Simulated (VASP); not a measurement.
Set up this calculation in VASP 6.6.1, as the native input.

```
Task                   : single point
Functional             : PBE
Potentials or basis    : VASP PAW PBE potentials, release 64 (Cu)
Cutoff                 : 520 eV
k mesh                 : 18 × 18 × 10
Occupations            : fermi-dirac, width 0.05 eV
Spin                   : no spin polarisation
Dipole correction      : no
Further INCAR settings : ALGO = Normal; EDIFF = 1e-06; NBANDS = 18
```

The structure of Cu lies in POSCAR:

```
Cu
1.0
    2.5678168448      0.0000000000      0.0000000000
   -1.2839084224      2.2237946199      0.0000000000
    0.0000000000      0.0000000000      4.1954803596
Cu
2
Direct
    0.3333333333      0.6666666667      0.2500000000
    0.6666666667      0.3333333333      0.7500000000
```

These files were run (other wordings do the same):

INCAR

```
SYSTEM = Cu
PREC = Accurate
ENCUT = 520
EDIFF = 1E-6
ISMEAR = -1
SIGMA = 0.05
LREAL = .FALSE.
LASPH = .TRUE.
NELM = 60
ALGO = Normal
ISIF = 2
LWAVE = .FALSE.
LCHARG = .FALSE.
GGA = PE
NBANDS = 18
```

KPOINTS

```
Automatic mesh
0
G
  18 18 10
  0 0 0
```

Potentials or basis: VASP PAW PBE potentials, release 64 (Cu).

The run is started by

```console
$ cat potpaw_PBE.64/Cu/POTCAR > POTCAR
$ mpirun -np 1 vasp_std > vasp.out
```

Results of the run:

```json
{
  "Pressure": "0.7 GPa",
  "Band gap on the k mesh": "zero (band 11 reaches 11.43 eV, above the bottom of band 12 at 5.48 eV)"
}
```

Run time: 39 s on 1 thread of Intel(R) Xeon(R) Platinum 8375C CPU @ 2.90GHz (Ice Lake) (shared host), peak memory 0.19 GiB.
